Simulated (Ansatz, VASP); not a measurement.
## Two plane-wave programs on Na4H

File INCAR:

```
SYSTEM = Na4H
PREC = Accurate ; ENCUT = 400
EDIFF = 1E-6 ; ISMEAR = 0
SIGMA = 0.1 ; LREAL = .FALSE.
LASPH = .TRUE. ; NELM = 120
ALGO = Normal ; ISIF = 2
LWAVE = .FALSE. ; LCHARG = .FALSE.
LDIPOL = .TRUE. ; IDIPOL = 3
DIPOL = 0.5 0.5 0.286 ; GGA = PE
NBANDS = 40 ; GGA_COMPAT = .FALSE.
NELMDL = -8
```

File KPOINTS:

```
Automatic mesh
0
G
  4 4 1
  0 0 0
```

File POSCAR:

```
Na4H
1.0
    7.2665054626      0.0000000000      0.0000000000
   -2.4221684875      6.8509270508      0.0000000000
    0.0000000000      0.0000000000     20.9665384335
Na H
8 2
Direct
    0.2500000000      0.2500000000      0.1907801811
    0.2500000000      0.7500000000      0.1907801811
    0.7500000000      0.2500000000      0.1907801811
    0.7500000000      0.7500000000      0.1907801811
    0.0000000000      0.0000000000      0.3322693660
    0.0000000000      0.5000000000      0.3322693660
    0.5000000000      0.0000000000      0.3322693660
    0.5000000000      0.5000000000      0.3322693660
    0.0394390736      0.3333333333      0.3842569654
    0.2938942597      0.3333333333      0.3842569654
```

Input for Ansatz:

```yaml
crystal:
  lattice:
    - [7.2665054626, 0.0, 0.0]
    - [-2.4221684875, 6.8509270508, 0.0]
    - [0.0, 0.0, 20.9665384335]
  atoms:
    - { symbol: Na, position: [0.25, 0.25, 0.1907801811] }
    - { symbol: Na, position: [0.25, 0.75, 0.1907801811] }
    - { symbol: Na, position: [0.75, 0.25, 0.1907801811] }
    - { symbol: Na, position: [0.75, 0.75, 0.1907801811] }
    - { symbol: Na, position: [0.0, 0.0, 0.332269366] }
    - { symbol: Na, position: [0.0, 0.5, 0.332269366] }
    - { symbol: Na, position: [0.5, 0.0, 0.332269366] }
    - { symbol: Na, position: [0.5, 0.5, 0.332269366] }
    - { symbol: H, position: [0.0394390736, 0.3333333333, 0.3842569654] }
    - { symbol: H, position: [0.2938942597, 0.3333333333, 0.3842569654] }
basis:
  ecutwfc: 420
kpoints:
  mp_grid: { grid: [4, 4, 1] }
hamiltonian:
  xc: pbe
scf:
  occupations: { method: gaussian, width: 0.1 }
output:
  forces: true
  eigenvalues: true
efield:
  axis: 3
  dipole_correction: true
  ramp_width: 0.04
```

Alike in both runs: task single point; functional PBE; k mesh 4 × 4 × 1; occupations gaussian, width 0.1 eV; no spin polarisation.

```csv
,VASP,Ansatz
version,VASP 6.6.1,Ansatz 0.2.0
potentials or method,"VASP PAW PBE potentials, release 64 (Na_pv, H), cutoff 400 eV","scalar-relativistic, plane waves, PAW"
valence electrons in the cell,58,74
```

|  | VASP | Ansatz | Ansatz less VASP |
| --- | --- | --- | --- |
| gap on the k mesh at the Fermi level (eV) | none | none | - |
| rms of the force components (eV/Å) | 0.452 | 0.445 | -0.0075 |

Atom by atom the forces differ by 0.009 eV/Å (rms over components). A gap of «none» marks a metal or a gap that the smearing closes. VASP's potentials hold 58 valence electrons a cell and Ansatz's 74, so a difference there can come from the potentials and not from the codes.
